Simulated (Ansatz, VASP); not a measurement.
HfN: VASP beside Ansatz

The input INCAR:

```
ALGO     = Normal         # electronic algorithm
EDIFF    = 1E-6           # SCF threshold, eV
ENCUT    = 600            # plane-wave cutoff, eV
GGA      = RE             # functional
GGA_COMPAT= False        
ISIF     = 2              # what is computed and relaxed
ISMEAR   = -1             # smearing method
LASPH    = True           # aspherical terms in the spheres
LCHARG   = False          # write CHGCAR
LREAL    = False          # projectors in reciprocal space
LWAVE    = False          # write WAVECAR
NBANDS   = 14             # bands
NELM     = 120            # most SCF steps
PREC     = Accurate       # precision mode
SIGMA    = 0.15           # smearing width, eV
```

The input KPOINTS:

```
k-points
0
Gamma
  16 16 16
```

Contents of POSCAR:

```
HfN
1.0
    0.0000000000      2.2143014125      2.2143014125
    2.2143014125      0.0000000000      2.2143014125
    2.2143014125      2.2143014125      0.0000000000
Hf N
1 1
Direct
    0.0000000000      0.0000000000      0.0000000000
    0.5000000000      0.5000000000      0.5000000000
```

Input for Ansatz:

```yaml
crystal:
  lattice:
    - [0.0, 2.2143014125, 2.2143014125]
    - [2.2143014125, 0.0, 2.2143014125]
    - [2.2143014125, 2.2143014125, 0.0]
  atoms:
    - { symbol: Hf, position: [0.0, 0.0, 0.0] }
    - { symbol: "N", position: [0.5, 0.5, 0.5] }
basis:
  ecutwfc: 420
kpoints:
  mp_grid: { grid: [16, 16, 16] }
hamiltonian:
  xc: revpbe
scf:
  occupations: { method: fermi_dirac, width: 0.15 }
  mixing: { preconditioner: none }
  algorithm: direct_min
output:
  forces: true
  eigenvalues: true
  stress: true
```

Alike in both runs: task single point; functional revPBE; k mesh 16 × 16 × 16; occupations fermi-dirac, width 0.15 eV; no spin polarisation.

```csv
,VASP,Ansatz
version,VASP 6.6.1,Ansatz 0.2.0
potentials or method,"VASP PAW PBE potentials, release 64 (Hf_pv, N), cutoff 600 eV","scalar-relativistic, plane waves, PAW"
valence electrons in the cell,15,31
```

Ansatz gave:

| Item | Value |
| --- | --- |
| gap on the k mesh at the Fermi level (eV) | none |
| pressure (GPa) | 28.6 |

Estimate VASP's values.

gap on the k mesh at the Fermi level (eV): none; pressure (GPa): 26.0.

VASP's potentials were made for PBE, not for revPBE. A gap of «none» marks a metal or a gap that the smearing closes. VASP's potentials hold 15 valence electrons a cell and Ansatz's 31, so a difference there can come from the potentials and not from the codes.

Neither program's run includes spin-orbit coupling.
